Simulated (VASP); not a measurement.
# Ga (C2/c) in VASP: notebook, part 3 of 3

VASP 6.6.1.

### Step 4. Electric field gradients, PBEsol (17.62 Å³/atom)

This run uses another cell than the first one, of 17.62 Å³/atom.

File INCAR:

```
SYSTEM = Ga
PREC = Accurate
ENCUT = 520
EDIFF = 1E-8
ISMEAR = -1
SIGMA = 0.03
LREAL = .FALSE.
LASPH = .TRUE.
NELM = 80
ALGO = Normal
ISIF = 2
LWAVE = .FALSE.
LCHARG = .FALSE.
GGA = PS
LEFG = .TRUE.
NBANDS = 20
```

File KPOINTS:

```
Automatic mesh
0
G
  14 14 11
  0 0 0
```

File POSCAR:

```
Ga
1.0
    1.3595547928     -3.9582410506      0.0000000000
    1.3595547928      3.9582410506      0.0000000000
   -0.1154589374      0.0000000000      3.2734796031
Ga
2
Direct
    0.8690000000      0.1310000000      0.2500000000
    0.1310000000      0.8690000000      0.7500000000
```

Potentials or basis: VASP PAW PBE potentials, release 64 (Ga_d).

On the command line:

```console
cat potpaw_PBE.64/Ga_d/POTCAR > POTCAR
mpirun -np 1 vasp_std > vasp.out
```

OUTCAR:

```text
SYSTEM = Ga
   PREC = Accurate
   ENCUT = 520
   EDIFF = 1E-8
   ISMEAR = -1
   LREAL = .FALSE.
   LASPH = .TRUE.
   NELM = 80
   ISIF = 2
   GGA = PS

 ion  position               nearest neighbor table
   1  0.869  0.131  0.250-   2 2.64   2 2.64   2 2.81   2 2.81   2 2.87   2 2.87
   2  0.131  0.869  0.750-   1 2.64   1 2.64   1 2.81   1 2.81   1 2.87   1 2.87

  LATTYP: Found a base centered monoclinic cell.
 ALAT       =     2.7191095856
 B/A-ratio  =     2.9114244395
 C/A-ratio  =     1.2046278548
 COS(beta)  =    -0.0352490928

  Lattice vectors:

 A1 = (   1.3595547928,  -3.9582410506,   0.0000000000)
 A2 = (   1.3595547928,   3.9582410506,   0.0000000000)
 A3 = (  -0.1154589374,   0.0000000000,   3.2734796031)

Analysis of symmetry for initial positions (statically):
=====================================================================
 Subroutine PRICEL returns:
 Original cell was already a primitive cell.

 Routine SETGRP: Setting up the symmetry group for a
 base centered monoclinic supercell.

 Subroutine GETGRP returns: Found  4 space group operations
 (whereof  2 operations were pure point group operations)
 out of a pool of  4 trial point group operations.

The static configuration has the point symmetry S_2 .
 The point group associated with its full space group is C_2h.

Analysis of symmetry for dynamics (positions and initial velocities):
=====================================================================
 Subroutine PRICEL returns:
 Original cell was already a primitive cell.

 Routine SETGRP: Setting up the symmetry group for a
 base centered monoclinic supercell.

 Subroutine GETGRP returns: Found  4 space group operations
 (whereof  2 operations were pure point group operations)
 out of a pool of  4 trial point group operations.

The dynamic configuration has the point symmetry S_2 .
 The point group associated with its full space group is C_2h.

 Subroutine INISYM returns: Found  4 space group operations
 (whereof  2 operations are pure point group operations),
 and found     1 'primitive' translations

----------------------------------------------------------------------------------------

                                     Primitive cell

  volume of cell :      35.2321

  direct lattice vectors                    reciprocal lattice vectors
     1.359554793 -3.958241051  0.000000000     0.367767451 -0.126318734  0.012971530
     1.359554793  3.958241051  0.000000000     0.367767451  0.126318734  0.012971530
    -0.115458937  0.000000000  3.273479603     0.000000000  0.000000000  0.305485331

  length of vectors
     4.185219403  4.185219403  3.275515147     0.389072719  0.389072719  0.305485331

  position of ions in fractional coordinates (direct lattice)
     0.869000000  0.131000000  0.250000000
     0.131000000  0.869000000  0.750000000

  ion indices of the primitive-cell ions
   primitive index   ion index
                 1           1
                 2           2

----------------------------------------------------------------------------------------
[... 76 lines left out ...]
   ISIF   =      2    stress and relaxation
   ISYM   =      2    0-nonsym 1-usesym 2-fastsym
   POTIM  = 0.5000    time-step for ionic-motion
   TEBEG  =    0.0;   TEEND  =   0.0 temperature during run
   PSTRESS=    0.0 pullay stress
   NELECT =      26.0000    total number of electrons
   NUPDOWN=      -1.0000    fix difference up-down
   EMIN   =  10.00;   EMAX   =-10.00  energy-range for DOS
   EFERMI =   0.00;   METHOD = LEGACY
   ISMEAR =    -1;   SIGMA  =   0.03  broadening in eV -4-tet -1-fermi 0-gaus
   EFERMI_NEDOS =   21; number of points for ismear=-14 and -15
   IALGO  =     38    algorithm
   IMIX   =      4    mixing-type and parameters
     AMIX     =   0.40;   BMIX     =  1.00
     AMIX_MAG =   1.60;   BMIX_MAG =  1.00
  volume/ion in A,a.u.               =      17.62       118.88
  Fermi-wavevector in a.u.,A,eV,Ry     =   1.479403  2.795666 29.778152  2.188632
  Thomas-Fermi vector in A             =   2.593565
   LORBIT       =      0    0 simple, 1 ext, 2 COOP (PROOUT), +10 PAW based schemes
   GGA     = PS    functional components
   LHFCALC =     F    Hartree Fock is set to
   AEXX    =    0.0000 exact exchange contribution
   IVDW    =     0    specifies the selected vdW correction
   LEPSILON=     F    determine dielectric tensor
   LRPA    =     F    only Hartree local field effects (RPA)
 non-spin polarized calculation
  energy-cutoff  :      520.00
  volume of cell :       35.23
 maximum number of plane-waves:       967
   NGX = 15   NGY = 15   NGZ = 13

 number of electron      26.0000012 magnetization

 Free energy of the ion-electron system (eV)
  ---------------------------------------------------
  ext. energy  EPLUGINS =         0.00000000
  ---------------------------------------------------
  free energy    TOTEN  =        -6.67719566 eV

  energy without entropy =       -6.67537358  energy(sigma->0) =       -6.67628462

 E-fermi :   5.9924     XC(G=0): -11.4583

 val. band max:        5.9772942037   @ k =  -0.2143   0.5000   0.3636
 cond. band min:       5.9931845737   @ k =   0.4286   0.2857   0.1818
 fundamental gap:      0.0158903701
 Fermi energy:         5.9923889435

 k-point     1 :       0.0000    0.0000    0.0000
  band No.  band energies     occupation
      1      -9.1880      2.00000
      2      -9.1817      2.00000
      3      -9.1362      2.00000
      4      -9.1180      2.00000
      5      -8.7977      2.00000
      6      -8.7953      2.00000
[... 541 lines left out ...]
     19      17.8782      0.00000
     20      18.7718      0.00000

 [... further k-points ...]

------------------------ aborting loop because EDIFF is reached ----------------------------------------

  FORCE on cell =-STRESS in cart. coord.  units (eV):
  Direction    XX          YY          ZZ          XY          YZ          ZX
  --------------------------------------------------------------------------------------
  -------------------------------------------------------------------------------------
  Total        0.2836704      0.3196408      0.2497050      0.0000000      0.0000000     -0.0270986
  in kB       12.8998917     14.5356401     11.3553167      0.0000000      0.0000000     -1.2323062
  external PRESSURE =      12.9302828 kB  Pullay stress =       0.0000000 kB

 VOLUME and BASIS-vectors are now :
 -----------------------------------------------------------------------------
  energy-cutoff  :      520.00
  volume of cell :       35.23
      direct lattice vectors                 reciprocal lattice vectors
     1.359554793 -3.958241051  0.000000000     0.367767451 -0.126318734  0.012971530
     1.359554793  3.958241051  0.000000000     0.367767451  0.126318734  0.012971530
    -0.115458937  0.000000000  3.273479603     0.000000000  0.000000000  0.305485331

 POSITION                                       TOTAL-FORCE (eV/Angst)
 -----------------------------------------------------------------------------------
      1.33069     -2.92118      0.81837        -0.000000      0.204777      0.000000
      1.27296      2.92118      2.45511         0.000000     -0.204777     -0.000000
 -----------------------------------------------------------------------------------
    total drift:                                0.000000      0.000000     -0.000000

  FREE ENERGIE OF THE ION-ELECTRON SYSTEM (eV)
  ---------------------------------------------------
  free  energy   TOTEN  =        -6.6771956554 eV

  energy  without entropy=       -6.6753735774  energy(sigma->0) =       -6.67628462

 Electric field gradients (V/A^2)
---------------------------------------------------------------------
 ion       V_xx      V_yy      V_zz      V_xy      V_xz      V_yz
---------------------------------------------------------------------
   1      -7.487   -18.794    26.281     0.000    -2.508    -0.000
   2      -7.487   -18.794    26.281     0.000    -2.508    -0.000
---------------------------------------------------------------------

 Electric field gradients after diagonalization (V/A^2)
 (convention: |V_zz| > |V_xx| > |V_yy|)
----------------------------------------------------------------------
 ion       V_xx      V_yy      V_zz     asymmetry (V_yy - V_xx)/ V_zz
----------------------------------------------------------------------
   1     -18.794    -7.672    26.466       0.420
   2     -18.794    -7.672    26.466       0.420
----------------------------------------------------------------------

           NMR quadrupolar parameters

 Cq : quadrupolar parameter    Cq=e*Q*V_zz/h
 eta: asymmetry parameters     (V_yy - V_xx)/ V_zz
 Q  : nuclear electric quadrupole moment in mb (millibarn)
----------------------------------------------------------------------
 ion       Cq(MHz)       eta       Q (mb)
----------------------------------------------------------------------
   1       0.064       0.420       1.000
   2       0.064       0.420       1.000
----------------------------------------------------------------------
```

stdout:

```text
POSCAR found type information on POSCAR Ga
 POSCAR found :  1 types and       2 ions
 scaLAPACK will be used
 -----------------------------------------------------------------------------
|                                                                             |
|                                                                             |
|     You enforced a specific xc type in the INCAR file but a different       |
|     I HOPE YOU KNOW WHAT YOU ARE DOING!                                     |
|                                                                             |
 -----------------------------------------------------------------------------

 LDA part: xc-table for (Slater+PW92), standard interpolation
 POSCAR, INCAR and KPOINTS ok, starting setup
 FFT: planning ... GRIDC
 FFT: planning ... GRID_SOFT
 FFT: planning ... GRID
 WAVECAR not read
 entering main loop
ion   1

ion   2
```

Run time: 5.5 min. Hardware: 1 thread of Oxide Virtual Turin-like, shared host; peak memory 0.39 GiB.

Results:

```
Free energy                             : -6.6772 eV
Pressure                                : 1.3 GPa
Largest force                           : 0.205 eV/Å
Band gap on the k mesh                  : zero (bands 13 and 14 overlap by 8.32 eV)
Largest electric field gradient by atom : Ga +26.5 V/Å²
```

Forces on the atoms (eV/Å):
```
Ga   0.000  0.205  0.000
Ga   0.000 -0.205  0.000
```

Electric field gradients, principal values (V/Å²):
```
atom   least   middle  greatest (by size)
1 Ga  -7.672  -18.794              26.466
2 Ga  -7.672  -18.794              26.466
```

Caveat: without QUAD_EFG the Cq values of the log hold for a quadrupole moment of 1 mb, not for the nuclei; the PAW data sets were made with another functional, which shifts forces and pressure a little.

### Step 5. Electric field gradients, PBEsol (17.62 Å³/atom)

This run uses another cell than the first one, of 17.62 Å³/atom.

File INCAR:

```
PREC = Accurate
ENCUT = 520
EDIFF = 1E-8
ISMEAR = -1
SIGMA = 0.03
LREAL = F
LASPH = T
NELM = 60
ALGO = Normal
ISIF = 2
LWAVE = F
LCHARG = F
GGA = PS
LEFG = T
NBANDS = 20
```

File KPOINTS:

```
Automatic mesh
0
Gamma
  14 14 11
```

POSCAR is that of step 4.

Potentials or basis: VASP PAW PBE potentials, release 64 (Ga_d).

On the command line:

```console
cat potpaw_PBE.64/Ga_d/POTCAR > POTCAR
mpirun -np 1 vasp_std > vasp.out
```

OUTCAR:

```text
PREC = Accurate
   ENCUT = 520
   EDIFF = 1E-8
   ISMEAR = -1
   LREAL = F
   LASPH = T
   NELM = 60
   ISIF = 2
   GGA = PS

 ion  position               nearest neighbor table
   1  0.869  0.131  0.250-   2 2.64   2 2.64   2 2.81   2 2.81   2 2.87   2 2.87
   2  0.131  0.869  0.750-   1 2.64   1 2.64   1 2.81   1 2.81   1 2.87   1 2.87

  LATTYP: Found a base centered monoclinic cell.
 ALAT       =     2.7191095856
 B/A-ratio  =     2.9114244395
 C/A-ratio  =     1.2046278548
 COS(beta)  =    -0.0352490928

[... 768 lines left out ...]
  FREE ENERGIE OF THE ION-ELECTRON SYSTEM (eV)
  ---------------------------------------------------
  free  energy   TOTEN  =        -6.6771956554 eV

  energy  without entropy=       -6.6753735774  energy(sigma->0) =       -6.67628462

 Electric field gradients (V/A^2)
---------------------------------------------------------------------
 ion       V_xx      V_yy      V_zz      V_xy      V_xz      V_yz
---------------------------------------------------------------------
   1      -7.487   -18.794    26.281     0.000    -2.508    -0.000
   2      -7.487   -18.794    26.281     0.000    -2.508    -0.000
---------------------------------------------------------------------

 Electric field gradients after diagonalization (V/A^2)
 (convention: |V_zz| > |V_xx| > |V_yy|)
----------------------------------------------------------------------
 ion       V_xx      V_yy      V_zz     asymmetry (V_yy - V_xx)/ V_zz
----------------------------------------------------------------------
   1     -18.794    -7.672    26.466       0.420
   2     -18.794    -7.672    26.466       0.420
----------------------------------------------------------------------

           NMR quadrupolar parameters

 Cq : quadrupolar parameter    Cq=e*Q*V_zz/h
 eta: asymmetry parameters     (V_yy - V_xx)/ V_zz
 Q  : nuclear electric quadrupole moment in mb (millibarn)
----------------------------------------------------------------------
 ion       Cq(MHz)       eta       Q (mb)
----------------------------------------------------------------------
   1       0.064       0.420       1.000
   2       0.064       0.420       1.000
----------------------------------------------------------------------
```

It took 7.8 min on 1 thread of Oxide Virtual Turin-like, shared host; peak memory 0.39 GiB.

Results:

| Property | Result |
| --- | --- |
| Free energy | -6.6772 eV |
| Pressure | 1.3 GPa |
| Largest force | 0.205 eV/Å |
| Band gap on the k mesh | zero (bands 13 and 14 overlap by 8.32 eV) |
| Largest electric field gradient by atom | Ga +26.5 V/Å² |

Forces in eV/Å, atoms in the order of the input:
```
Ga   0.000  0.205  0.000
Ga   0.000 -0.205  0.000
```

Stress tensor (GPa, compression positive):
```
 1.29  0.00 -0.12
 0.00  1.45  0.00
-0.12  0.00  1.14
```

Levels at points of the mesh, in eV from the Fermi level:
```csv
k point,band 10,band 11,band 12,band 13,band 14,band 15,band 16,band 17
"(0.00, 0.00, 0.00)",-14.58,-11.64,-2.25,-1.48,1.64,5.52,10.07,10.61
"(0.50, 0.00, 0.00)",-14.61,-6.17,-5.26,-1.45,0.09,6.02,6.89,8.76
"(0.50, 0.50, 0.00)",-14.65,-9.43,-8.90,4.11,4.73,6.11,6.34,7.82
```

Electric field gradients, principal values (V/Å²):
| atom | least | middle | greatest (by size) |
| --- | --- | --- | --- |
| 1 Ga | -7.672 | -18.794 | 26.466 |
| 2 Ga | -7.672 | -18.794 | 26.466 |

Caveat: without QUAD_EFG the Cq values of the log hold for a quadrupole moment of 1 mb, not for the nuclei; the PAW data sets were made with another functional, which shifts forces and pressure a little.
